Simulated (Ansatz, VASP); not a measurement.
**Two plane-wave programs on Mo**

```
Mo
1.0
     2.74234    0.00000    0.00000
    -1.37117    2.37493   -0.17812
     0.00000   -0.18691    2.49207
Mo
1
Direct
  0.00000 0.00000 0.50000
```

Change from the starting cell: strain -0.1500 x Voigt [0, 0, 0, 1, 0, 0], atoms carried along.

Alike in both runs: task single point; functional PBEsol; k mesh 24 × 24 × 24; occupations gaussian, width 0.15 eV; no spin polarisation.

|  | VASP | Ansatz |
| --- | --- | --- |
| version | VASP 6.6.1 | Ansatz 0.2.0 |
| potentials or method | VASP PAW PBE potentials, release 64 (Mo_sv), cutoff 520 eV | scalar-relativistic, plane waves, PAW |
| valence electrons in the cell | 14 | 14 |

```csv
,VASP,Ansatz,Ansatz less VASP
gap on the k mesh at the Fermi level (eV),none,none,-
pressure (GPa),0.5,-0.1,-0.60
"traceless stress, the component that is largest in VASP (GPa)",-13.81,-13.76,+0.050
```

VASP's potentials were made for PBE, not for PBEsol. A gap of «none» marks a metal or a gap that the smearing closes.
